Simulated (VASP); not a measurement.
# MgS in VASP: further runs, part 3 of 3

VASP 6.6.1. The steps go on from the part before.

**6. Single point, r2SCAN (uniaxial z strain +4.0%)**

The input, POSCAR:

```
MgS
1.0
    4.0286256375      0.0000000000      0.0000000000
   -2.0143128187      3.4888921444      0.0000000000
    0.0000000000      0.0000000000      6.7125685725
Mg S
2 2
Direct
    0.3333333333      0.6666666667      0.0008768643
    0.6666666667      0.3333333333      0.5008768643
    0.3333333333      0.6666666667      0.3741231357
    0.6666666667      0.3333333333      0.8741231357
```

The input, INCAR.step1:

```
PREC = Accurate
ENCUT = 520
ISMEAR = 0
SIGMA = 0.01
LREAL = F
LASPH = T
NELM = 80
NBANDS = 16
GGA = PE
ALGO = Normal
EDIFF = 1E-4
LWAVE = T
LCHARG = F
```

The input, INCAR.step2:

```
PREC = Accurate
ENCUT = 520
EDIFF = 1E-6
ISMEAR = 0
SIGMA = 0.01
LREAL = F
LASPH = T
NELM = 80
ALGO = Normal
ISIF = 2
LWAVE = F
LCHARG = T
METAGGA = R2SCAN
LMIXTAU = T
LELF = T
LVHAR = T
NBANDS = 16
ISTART = 1
```

The input, KPOINTS:

```
Automatic mesh
0
Gamma
  12 12 4
```

Potentials or basis: VASP PAW PBE potentials, release 64 (Mg, S).

Command:

```
$ cat potpaw_PBE.64/Mg/POTCAR potpaw_PBE.64/S/POTCAR > POTCAR
$ cp INCAR.step1 INCAR
$ mpirun -np 1 vasp_std > vasp.out
$ cp INCAR.step2 INCAR
$ mpirun -np 1 vasp_std > vasp.out
```

OUTCAR:

```text
PREC = Accurate
   ENCUT = 520
   EDIFF = 1E-6
   ISMEAR = 0
   LREAL = F
   LASPH = T
   NELM = 80
   ISIF = 2
   METAGGA = R2SCAN
   ISTART = 1

 ion  position               nearest neighbor table
   1  0.333  0.667  0.001-   4 2.48   4 2.48   4 2.48   3 2.51
   2  0.667  0.333  0.501-   3 2.48   3 2.48   3 2.48   4 2.51
   3  0.333  0.667  0.374-   2 2.48   2 2.48   2 2.48   1 2.51
   4  0.667  0.333  0.874-   1 2.48   1 2.48   1 2.48   2 2.51

  LATTYP: Found a hexagonal cell.
 ALAT       =     4.0286256375
 C/A-ratio  =     1.6662180050

  Lattice vectors:

 A1 = (   4.0286256375,   0.0000000000,   0.0000000000)
 A2 = (  -2.0143128187,   3.4888921444,   0.0000000000)
 A3 = (   0.0000000000,   0.0000000000,   6.7125685725)

Analysis of symmetry for initial positions (statically):
=====================================================================
 Subroutine PRICEL returns:
 Original cell was already a primitive cell.

 Routine SETGRP: Setting up the symmetry group for a
 hexagonal supercell.

 Subroutine GETGRP returns: Found 12 space group operations
 (whereof  6 operations were pure point group operations)
 out of a pool of 24 trial point group operations.

The static configuration has the point symmetry C_3v.
 The point group associated with its full space group is C_6v.

Analysis of symmetry for dynamics (positions and initial velocities):
=====================================================================
 Subroutine PRICEL returns:
 Original cell was already a primitive cell.

 Routine SETGRP: Setting up the symmetry group for a
 hexagonal supercell.

 Subroutine GETGRP returns: Found 12 space group operations
 (whereof  6 operations were pure point group operations)
 out of a pool of 24 trial point group operations.

The dynamic configuration has the point symmetry C_3v.
 The point group associated with its full space group is C_6v.

[... 123 lines left out ...]
  volume/ion in A,a.u.               =      23.59       159.17
  Fermi-wavevector in a.u.,A,eV,Ry     =   0.906158  1.712390 11.172039  0.821122
  Thomas-Fermi vector in A             =   2.029812
   LORBIT       =      0    0 simple, 1 ext, 2 COOP (PROOUT), +10 PAW based schemes
   METAGGA = R2SCAN    functional components
   LHFCALC =     F    Hartree Fock is set to
   AEXX    =    0.0000 exact exchange contribution
   IVDW    =     0    specifies the selected vdW correction
   LEPSILON=     F    determine dielectric tensor
   LRPA    =     F    only Hartree local field effects (RPA)
 non-spin polarized calculation
 Gauss-broadening in eV      SIGMA  =   0.01
  energy-cutoff  :      520.00
  volume of cell :       94.35
 maximum number of plane-waves:      2565
 NGX is ok and might be reduce to    30
   NGX = 15   NGY = 15   NGZ = 25

 number of electron      16.0000004 magnetization

 Free energy of the ion-electron system (eV)
  ---------------------------------------------------
  ext. energy  EPLUGINS =         0.00000000
  ---------------------------------------------------
  free energy    TOTEN  =       -30.89119337 eV

  energy without entropy =      -30.89119337  energy(sigma->0) =      -30.89119337

 E-fermi :   0.6917     XC(G=0):  -8.6164

 val. band max:        0.5862581417   @ k =   0.0000   0.0000   0.0000
 cond. band min:       4.5244725028   @ k =   0.0000   0.0000   0.0000
 fundamental gap:      3.9382143611
 Fermi energy:         0.6916721206

 k-point     1 :       0.0000    0.0000    0.0000
  band No.  band energies     occupation
      1     -11.0848      2.00000
      2     -10.4683      2.00000
      3      -2.5264      2.00000
      4       0.2461      2.00000
      5       0.2461      2.00000
      6       0.4770      2.00000
[... 433 lines left out ...]
      3      -2.0185      2.00000
      4      -1.6057      2.00000
      5      -1.0060      2.00000
      6      -0.2058      2.00000
[... 8 lines left out ...]
     15      10.0865      0.00000
     16      11.3957      0.00000

 [... further k-points ...]

------------------------ aborting loop because EDIFF is reached ----------------------------------------

  FORCE on cell =-STRESS in cart. coord.  units (eV):
  Direction    XX          YY          ZZ          XY          YZ          ZX
  --------------------------------------------------------------------------------------
  -------------------------------------------------------------------------------------
  Total       -1.0193899     -1.0193899     -2.2186246     -0.0000000      0.0000000      0.0000000
  in kB      -17.3108236    -17.3108236    -37.6756897     -0.0000000      0.0000000      0.0000000
  external PRESSURE =     -24.0991123 kB  Pullay stress =       0.0000000 kB

 VOLUME and BASIS-vectors are now :
 -----------------------------------------------------------------------------
  energy-cutoff  :      520.00
  volume of cell :       94.35
      direct lattice vectors                 reciprocal lattice vectors
     4.028625638  0.000000000  0.000000000     0.248223610  0.143311968  0.000000000
    -2.014312819  3.488892144  0.000000000     0.000000000  0.286623936  0.000000000
     0.000000000  0.000000000  6.712568573     0.000000000  0.000000000  0.148974270

 POSITION                                       TOTAL-FORCE (eV/Angst)
 -----------------------------------------------------------------------------------
     -0.00000      2.32593      0.00589        -0.000000      0.000000     -0.002316
      2.01431      1.16296      3.36217         0.000000     -0.000000     -0.002316
     -0.00000      2.32593      2.51133        -0.000000     -0.000000      0.002316
      2.01431      1.16296      5.86761         0.000000      0.000000      0.002316
 -----------------------------------------------------------------------------------
    total drift:                               -0.000000     -0.000000     -0.010920

  FREE ENERGIE OF THE ION-ELECTRON SYSTEM (eV)
  ---------------------------------------------------
  free  energy   TOTEN  =       -30.8911933696 eV

  energy  without entropy=      -30.8911933696  energy(sigma->0) =      -30.89119337
```

OUTCAR.step1:

```text
PREC = Accurate
   ENCUT = 520
   ISMEAR = 0
   LREAL = F
[... 688 lines left out ...]
     -0.00000      2.32593      0.00589        -0.000000      0.000000      0.002375
      2.01431      1.16296      3.36217         0.000000     -0.000000      0.002375
     -0.00000      2.32593      2.51133        -0.000000     -0.000000     -0.002375
      2.01431      1.16296      5.86761         0.000000      0.000000     -0.002375
 -----------------------------------------------------------------------------------
    total drift:                               -0.000000      0.000000      0.001202

  FREE ENERGIE OF THE ION-ELECTRON SYSTEM (eV)
  ---------------------------------------------------
  free  energy   TOTEN  =       -16.9583738414 eV

  energy  without entropy=      -16.9583738414  energy(sigma->0) =      -16.95837384
```

Run time: 9.4 min. Hardware: 1 thread of Intel Xeon 8259CL, shared host; peak memory 0.26 GiB.

Results:

- Free energy: -30.8912 eV
- Pressure: -2.4 GPa
- Band gap on the k mesh: 3.94 eV

Forces on the atoms (eV/Å):
```
Mg   0.000  0.000 -0.002
Mg   0.000  0.000 -0.002
S    0.000  0.000  0.002
S    0.000  0.000  0.002
```

Stress tensor (GPa, compression positive):
```
-1.73  0.00  0.00
 0.00 -1.73  0.00
 0.00  0.00 -3.77
```

Caveat: the cell differs from its parent crystal (uniaxial z strain +4.0%); the structure was generated, so it needn't be the stable form of MgS; the PAW data sets were made with another functional, which shifts forces and pressure a little. A k mesh can miss the band edges.

**7. Single point, r2SCAN (shear xy strain -1.5%)**

The input, POSCAR:

```
MgS
1.0
    4.0286256375     -0.0302146923      0.0000000000
   -2.0404795098      3.5039994906      0.0000000000
    0.0000000000      0.0000000000      6.4543928582
Mg S
2 2
Direct
    0.3336708227      0.6666581729     -0.0028699821
    0.6663291773      0.3333418271      0.4971300179
    0.3366700987      0.6667461679      0.3778699821
    0.6633299013      0.3332538321      0.8778699821
```

Changes to INCAR.step1 since step 6:

```diff
@@ -6,3 +6,3 @@
 LASPH = T
-NELM = 80
+NELM = 60
 NBANDS = 16
```

The input, INCAR.step2:

```
PREC = Accurate
ENCUT = 520
EDIFF = 1E-7
ISMEAR = 0
SIGMA = 0.01
LREAL = F
LASPH = T
NELM = 60
ALGO = Normal
ISIF = 2
LWAVE = F
LCHARG = F
METAGGA = R2SCAN
LMIXTAU = T
NBANDS = 16
ISTART = 1
```

The input, KPOINTS:

```
regular mesh
0
Gamma
  12 12 4
```

Command:

```
$ cat potpaw_PBE.64/Mg/POTCAR potpaw_PBE.64/S/POTCAR > POTCAR
$ cp INCAR.step1 INCAR
$ mpirun -np 1 vasp_std > vasp.out
$ cp INCAR.step2 INCAR
$ mpirun -np 1 vasp_std > vasp.out
```

It took 27 min on 1 thread of Intel Xeon 8259CL, shared host; peak memory 0.42 GiB.

Results (log left out):

```yaml
Free_energy: -30.9348 eV
Pressure: -0.3 GPa
Band_gap_on_the_k_mesh: 4.13 eV
```

Forces on the atoms (eV/Å):
```
Mg  -0.001  0.000  0.002
Mg   0.001  0.000  0.002
S    0.000  0.000 -0.002
S    0.000  0.000 -0.002
```

Stress tensor (GPa, compression positive):
```
-0.30  0.31  0.00
 0.31 -0.28  0.00
 0.00  0.00 -0.26
```

Levels at points of the mesh, in eV from the valence-band top:
| k point | band 5 | band 6 | band 7 | band 8 | band 9 | band 10 | band 11 | band 12 |
| --- | --- | --- | --- | --- | --- | --- | --- | --- |
| (0.00, 0.00, 0.00) | -0.49 | -0.15 | -0.09 | 0.00 | 4.13 | 5.40 | 8.05 | 8.23 |
| (0.50, 0.00, 0.00) | -1.87 | -1.28 | -0.89 | -0.49 | 5.23 | 5.65 | 6.39 | 8.00 |
| (0.00, 0.50, 0.00) | -1.87 | -1.22 | -0.92 | -0.44 | 5.30 | 5.70 | 6.46 | 8.09 |
| (0.50, 0.50, 0.00) | -1.88 | -1.16 | -0.94 | -0.39 | 5.37 | 5.75 | 6.52 | 8.18 |
| (0.00, 0.00, 0.50) | -0.37 | -0.37 | -0.29 | -0.29 | 5.61 | 5.61 | 8.20 | 8.20 |
| (0.50, 0.00, 0.50) | -0.92 | -0.92 | -0.80 | -0.80 | 5.18 | 5.18 | 6.91 | 6.91 |
| (0.00, 0.50, 0.50) | -0.87 | -0.87 | -0.80 | -0.80 | 5.19 | 5.19 | 6.93 | 6.93 |
| (0.50, 0.50, 0.50) | -0.81 | -0.81 | -0.80 | -0.80 | 5.19 | 5.19 | 6.96 | 6.96 |

Caveat: the cell differs from its parent crystal (shear xy strain -1.5%); the structure was generated, so it needn't be the stable form of MgS; the PAW data sets were made with another functional, which shifts forces and pressure a little.

**8. Overview**

| level | cell | smearing | gap on the mesh (eV) | pressure (GPa) |
| --- | --- | --- | --- | --- |
| PBE | a = 4.230, b = 4.230, c = 6.052 Å, angles 90.0, 90.0, 120.0°, 4 atoms, atomic positions A | fermi-dirac 0.02 eV | 2.87 | -1.7 |
| PBE | a = 4.029, b = 4.029, c = 6.713 Å, angles 90.0, 90.0, 120.0°, 4 atoms, atomic positions B | fermi-dirac 0.02 eV | 3.28 | -1.2 |
| r2SCAN | a = 4.029, b = 4.029, c = 6.454 Å, angles 90.0, 90.0, 120.0°, 4 atoms, atomic positions C | gaussian 0.01 eV | 4.13 | -0.3 |
| r2SCAN | a = 4.129, b = 4.129, c = 6.286 Å, angles 90.0, 90.0, 120.0°, 4 atoms, atomic positions D | gaussian 0.01 eV | 3.82 | -1.8 |
| r2SCAN | a = 4.029, b = 4.029, c = 6.713 Å, angles 90.0, 90.0, 120.0°, 4 atoms, atomic positions B | gaussian 0.01 eV | 3.94 | -2.4 |
| r2SCAN | a = 4.029, b = 4.055, c = 6.454 Å, angles 90.0, 90.0, 120.6°, 4 atoms, atomic positions E | gaussian 0.01 eV | 4.13 | -0.3 |

Alike in all rows: task single point; potentials or basis VASP PAW PBE potentials, release 64 (Mg, S); no spin polarisation; k mesh 12 × 12 × 4; cutoff (eV) 520.

Caveats: the structure was generated, so it needn't be the stable form of MgS; the PAW data sets were made with another functional, which shifts forces and pressure a little (at least some runs).

Absolute energies hang on the potentials; compare differences alone.
